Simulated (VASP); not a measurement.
# BaZnSbF (P4/nmm) in VASP: further runs, part 2 of 2

VASP 6.6.1.

### Step 3. Single point, PBE (23.97 Å³/atom)

This run uses another cell than the first one, of 23.97 Å³/atom.

File INCAR:

```
SYSTEM = BaZnSbF
  PREC = Accurate
  ENCUT = 600
  EDIFF = 1E-6
  ISMEAR = -1
  SIGMA = 0.02
  LREAL = .FALSE.
  LASPH = .TRUE.
  NELM = 120
  ALGO = Normal
  ISIF = 2
  LWAVE = .FALSE.
  LCHARG = .FALSE.
  GGA = PE
  NBANDS = 44
  GGA_COMPAT = .FALSE.
```

File KPOINTS:

```
Automatic mesh
0
G
  6 6 2
  0 0 0
```

File POSCAR:

```
BaZnSbF
1.0
    4.4359035040      0.0000000000      0.0000000000
    0.0000000000      4.4359035040      0.0000000000
    0.0000000000      0.0000000000      9.7453356400
Ba Zn Sb F
2 2 2 2
Direct
    0.0000000000      0.5000000000      0.3503227621
    0.5000000000      0.0000000000      0.6496772379
    0.5000000000      0.5000000000      0.0000000000
    0.0000000000      0.0000000000      0.0000000000
    0.5000000000      0.0000000000      0.1662770925
    0.0000000000      0.5000000000      0.8337229075
    0.5000000000      0.5000000000      0.5000000000
    0.0000000000      0.0000000000      0.5000000000
```

Potentials or basis: VASP PAW PBE potentials, release 64 (Ba_sv, Zn, Sb, F).

Started as:

```
$ cat potpaw_PBE.64/Ba_sv/POTCAR potpaw_PBE.64/Zn/POTCAR potpaw_PBE.64/Sb/POTCAR potpaw_PBE.64/F/POTCAR > POTCAR
$ mpirun -np 1 vasp_std > vasp.out
```

OUTCAR:

```text
SYSTEM = BaZnSbF
   PREC = Accurate
   ENCUT = 600
   EDIFF = 1E-6
   ISMEAR = -1
   LREAL = .FALSE.
   LASPH = .TRUE.
   NELM = 120
   ISIF = 2
   GGA = PE

 ion  position               nearest neighbor table
   1  0.000  0.500  0.350-   7 2.65   8 2.65   8 2.65   7 2.65   5 3.61   5 3.61   5 3.61   5 3.61
                             2 4.28   2 4.28   2 4.28   2 4.28
   2  0.500  0.000  0.650-   7 2.65   8 2.65   7 2.65   8 2.65   6 3.61   6 3.61   6 3.61   6 3.61
                             1 4.28   1 4.28   1 4.28   1 4.28
   3  0.500  0.500  0.000-   5 2.75   6 2.75   5 2.75   6 2.75
   4  0.000  0.000  0.000-   5 2.75   6 2.75   6 2.75   5 2.75
   5  0.500  0.000  0.166-   3 2.75   4 2.75   3 2.75   4 2.75   1 3.61   1 3.61   1 3.61   1 3.61

   6  0.000  0.500  0.834-   3 2.75   4 2.75   4 2.75   3 2.75   2 3.61   2 3.61   2 3.61   2 3.61

   7  0.500  0.500  0.500-   1 2.65   2 2.65   2 2.65   1 2.65
   8  0.000  0.000  0.500-   1 2.65   2 2.65   1 2.65   2 2.65

  LATTYP: Found a simple tetragonal cell.
 ALAT       =     4.4359035040
 C/A-ratio  =     2.1969223702

  Lattice vectors:

 A1 = (   4.4359035040,   0.0000000000,   0.0000000000)
 A2 = (   0.0000000000,   4.4359035040,   0.0000000000)
 A3 = (   0.0000000000,   0.0000000000,   9.7453356400)

Analysis of symmetry for initial positions (statically):
=====================================================================
 Subroutine PRICEL returns:
 Original cell was already a primitive cell.

 Routine SETGRP: Setting up the symmetry group for a
 simple tetragonal supercell.

 Subroutine GETGRP returns: Found 16 space group operations
 (whereof  8 operations were pure point group operations)
 out of a pool of 16 trial point group operations.

The static configuration has the point symmetry D_2d.
 The point group associated with its full space group is D_4h.

Analysis of symmetry for dynamics (positions and initial velocities):
=====================================================================
 Subroutine PRICEL returns:
 Original cell was already a primitive cell.

 Routine SETGRP: Setting up the symmetry group for a
 simple tetragonal supercell.

 Subroutine GETGRP returns: Found 16 space group operations
 (whereof  8 operations were pure point group operations)
 out of a pool of 16 trial point group operations.

The dynamic configuration has the point symmetry D_2d.
 The point group associated with its full space group is D_4h.

 Subroutine INISYM returns: Found 16 space group operations
 (whereof  8 operations are pure point group operations),
 and found     1 'primitive' translations

----------------------------------------------------------------------------------------

                                     Primitive cell

  volume of cell :     191.7613

  direct lattice vectors                    reciprocal lattice vectors
     4.435903504  0.000000000  0.000000000     0.225433218  0.000000000  0.000000000
     0.000000000  4.435903504  0.000000000     0.000000000  0.225433218  0.000000000
     0.000000000  0.000000000  9.745335640     0.000000000  0.000000000  0.102613192

  length of vectors
     4.435903504  4.435903504  9.745335640     0.225433218  0.225433218  0.102613192

  position of ions in fractional coordinates (direct lattice)
     0.000000000  0.500000000  0.350322762
[... 51 lines left out ...]
  0.166667  0.166667  0.000000      4.000000
  0.333333  0.166667  0.000000      8.000000
[... 12 lines left out ...]
  0.500000  0.333333  0.500000      4.000000
  0.500000  0.500000  0.500000      1.000000
   k-points           NKPTS =     20   k-points in BZ     NKDIM =     20   number of bands    NBANDS=     44
   number of dos      NEDOS =    301   number of ions     NIONS =      8
   total plane-waves  NPLWV = 103680
   dimension x,y,z NGX =    36 NGY =   36 NGZ =   80
   dimension x,y,z NGXF=    72 NGYF=   72 NGZF=  160
   ions per type =               2   2   2   2
   NGX,Y,Z   is equivalent  to a cutoff of  13.49, 13.49, 13.65 a.u.
   NGXF,Y,Z  is equivalent  to a cutoff of  26.98, 26.98, 27.29 a.u.
 SYSTEM =  BaZnSbF
   PREC   = accura    normal or accurate (medium, high low for compatibility)
   ISTART =      0    job   : 0-new  1-cont  2-samecut
   ICHARG =      2    charge: 1-file 2-atom 10-const
   ISPIN  =      1    spin polarized calculation?
   LNONCOLLINEAR =      F non collinear calculations
   LSORBIT =      F    spin-orbit coupling
   LASPH  =      T    aspherical Exc in radial PAW
   ENCUT  =  600.0 eV  44.10 Ry    6.64 a.u.   8.86  8.86 19.46*2*pi/ulx,y,z
   NELM   =    120;   NELMIN=  2; NELMDL= -5     # of ELM steps
   EDIFF  = 0.1E-05   stopping-criterion for ELM
   LREAL  =      F    real-space projection
   EDIFFG = 0.1E-04   stopping-criterion for IOM
   NSW    =      0    number of steps for IOM
   IBRION =     -1    ionic relax: 0-MD 1-quasi-New 2-CG
   NFREE  =      0    steps in history (QN), initial steepest desc. (CG)
   ISIF   =      2    stress and relaxation
   ISYM   =      2    0-nonsym 1-usesym 2-fastsym
   POTIM  = 0.5000    time-step for ionic-motion
   TEBEG  =    0.0;   TEEND  =   0.0 temperature during run
   PSTRESS=    0.0 pullay stress
   NELECT =      68.0000    total number of electrons
   NUPDOWN=      -1.0000    fix difference up-down
   EMIN   =  10.00;   EMAX   =-10.00  energy-range for DOS
   EFERMI =   0.00;   METHOD = LEGACY
   ISMEAR =    -1;   SIGMA  =   0.02  broadening in eV -4-tet -1-fermi 0-gaus
   EFERMI_NEDOS =   21; number of points for ismear=-14 and -15
   IALGO  =     38    algorithm
   IMIX   =      4    mixing-type and parameters
     AMIX     =   0.40;   BMIX     =  1.00
     AMIX_MAG =   1.60;   BMIX_MAG =  1.00
  volume/ion in A,a.u.               =      23.97       161.76
  Fermi-wavevector in a.u.,A,eV,Ry     =   1.158753  2.189725 18.268653  1.342708
  Thomas-Fermi vector in A             =   2.295352
   LORBIT       =      0    0 simple, 1 ext, 2 COOP (PROOUT), +10 PAW based schemes
   GGA     = PE    functional components
   LHFCALC =     F    Hartree Fock is set to
   AEXX    =    0.0000 exact exchange contribution
   IVDW    =     0    specifies the selected vdW correction
   LEPSILON=     F    determine dielectric tensor
   LRPA    =     F    only Hartree local field effects (RPA)
 non-spin polarized calculation
  energy-cutoff  :      600.00
  volume of cell :      191.76
 maximum number of plane-waves:      6434
 NGX is ok and might be reduce to    36
   NGX = 17   NGY = 17   NGZ = 39

 number of electron      67.9999969 magnetization

 Free energy of the ion-electron system (eV)
  ---------------------------------------------------
  ext. energy  EPLUGINS =         0.00000000
  ---------------------------------------------------
  free energy    TOTEN  =       -32.16174587 eV

  energy without entropy =      -32.15993497  energy(sigma->0) =      -32.16084042

 E-fermi :   4.1102     XC(G=0):  -9.4790

 val. band max:        4.1010187884   @ k =   0.0000   0.0000   0.5000
 cond. band min:       4.1149985382   @ k =   0.0000   0.0000   0.0000
 fundamental gap:      0.0139797498
 Fermi energy:         4.1101811028

 k-point     1 :       0.0000    0.0000    0.0000
  band No.  band energies     occupation
      1     -23.9922      2.00000
      2     -23.8176      2.00000
      3     -19.9536      2.00000
      4     -19.9341      2.00000
      5      -9.1930      2.00000
      6      -9.1930      2.00000
[... 929 lines left out ...]
     43      10.2876      0.00000
     44      10.2891      0.00000

------------------------ aborting loop because EDIFF is reached ----------------------------------------

  FORCE on cell =-STRESS in cart. coord.  units (eV):
  Direction    XX          YY          ZZ          XY          YZ          ZX
  --------------------------------------------------------------------------------------
  -------------------------------------------------------------------------------------
  Total        2.7477525      2.7477525      2.4539267      0.0000000      0.0000000      0.0000000
  in kB       22.9576386     22.9576386     20.5027058      0.0000000      0.0000000      0.0000000
  external PRESSURE =      22.1393277 kB  Pullay stress =       0.0000000 kB

 VOLUME and BASIS-vectors are now :
 -----------------------------------------------------------------------------
  energy-cutoff  :      600.00
  volume of cell :      191.76
      direct lattice vectors                 reciprocal lattice vectors
     4.435903504  0.000000000  0.000000000     0.225433218  0.000000000  0.000000000
     0.000000000  4.435903504  0.000000000     0.000000000  0.225433218  0.000000000
     0.000000000  0.000000000  9.745335640     0.000000000  0.000000000  0.102613192

 POSITION                                       TOTAL-FORCE (eV/Angst)
 -----------------------------------------------------------------------------------
      0.00000      2.21795      3.41401         0.000000      0.000000     -0.228366
      2.21795      0.00000      6.33132         0.000000     -0.000000      0.228366
      2.21795      2.21795      0.00000         0.000000     -0.000000      0.000000
      0.00000      0.00000      0.00000         0.000000      0.000000      0.000000
      2.21795      0.00000      1.62043         0.000000     -0.000000      0.134613
      0.00000      2.21795      8.12491         0.000000      0.000000     -0.134613
      2.21795      2.21795      4.87267         0.000000      0.000000      0.000000
      0.00000      0.00000      4.87267         0.000000     -0.000000      0.000000
 -----------------------------------------------------------------------------------
    total drift:                                0.000000      0.000000      0.000000

  FREE ENERGIE OF THE ION-ELECTRON SYSTEM (eV)
  ---------------------------------------------------
  free  energy   TOTEN  =       -32.1617458686 eV

  energy  without entropy=      -32.1599349662  energy(sigma->0) =      -32.16084042
```

Run time: 5.8 min. Hardware: 1 thread of Oxide Virtual Turin-like, shared host; peak memory 0.41 GiB.

What came out:

| Item | Value |
| --- | --- |
| Free energy | -32.1617 eV |
| Pressure | 2.2 GPa |
| Largest force | 0.228 eV/Å |
| Band gap on the k mesh | zero (bands 34 and 35 overlap by 0.01 eV) |

Forces in eV/Å, atoms in the order of the input:
```
Ba   0.000  0.000 -0.228
Ba   0.000  0.000  0.228
Zn   0.000  0.000  0.000
Zn   0.000  0.000  0.000
Sb   0.000  0.000  0.135
Sb   0.000  0.000 -0.135
F    0.000  0.000  0.000
F    0.000  0.000  0.000
```

Caveat: semilocal functionals underestimate gaps, and a narrow one can read as zero; spin-orbit coupling is left out, which moves the levels of the heavy elements.
